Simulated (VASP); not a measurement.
A run of VASP 6.6.1 is set up as follows.

INCAR

```
ALGO = Normal ; EDIFF = 1E-7
ENCUT = 520 ; GGA = PE
ISIF = 2 ; ISMEAR = 0
LASPH = T ; LCHARG = F
LREAL = F ; LWAVE = F
NBANDS = 23 ; NELM = 100
PREC = Accurate ; SIGMA = 0.1
```

File KPOINTS:

```
k-points
0
Gamma
  12 12 8
```

POSCAR

```
NiSb
1.0
    3.9759714198      0.0000000000      0.0000000000
   -1.9879857099      3.4432922543      0.0000000000
    0.0000000000      0.0000000000      5.1568788645
Ni Sb
2 2
Direct
    0.0000000000      0.0000000000      0.0000000000
    0.0000000000      0.0000000000      0.5000000000
    0.3333333333      0.6666666667      0.2500000000
    0.6666666667      0.3333333333      0.7500000000
```

Potentials or basis: VASP PAW PBE potentials, release 64 (Ni, Sb).

Command:

```sh
$ cat potpaw_PBE.64/Ni/POTCAR potpaw_PBE.64/Sb/POTCAR > POTCAR
$ mpirun -np 1 vasp_std > vasp.out
```

Q: Estimate the band gap on the k mesh.

A: Zero (band 15 reaches 11.60 eV, above the bottom of band 16 at 8.38 eV).

Q: Estimate the pressure.

A: -0.2 GPa.

Stress tensor (GPa, compression positive):
```
-0.22  0.00  0.00
 0.00 -0.22  0.00
 0.00  0.00 -0.08
```

Caveat: spin-orbit coupling is left out, which moves the levels of the heavy elements. Spin polarisation is off, so any magnetic state and its effect on volume and gap are missing.
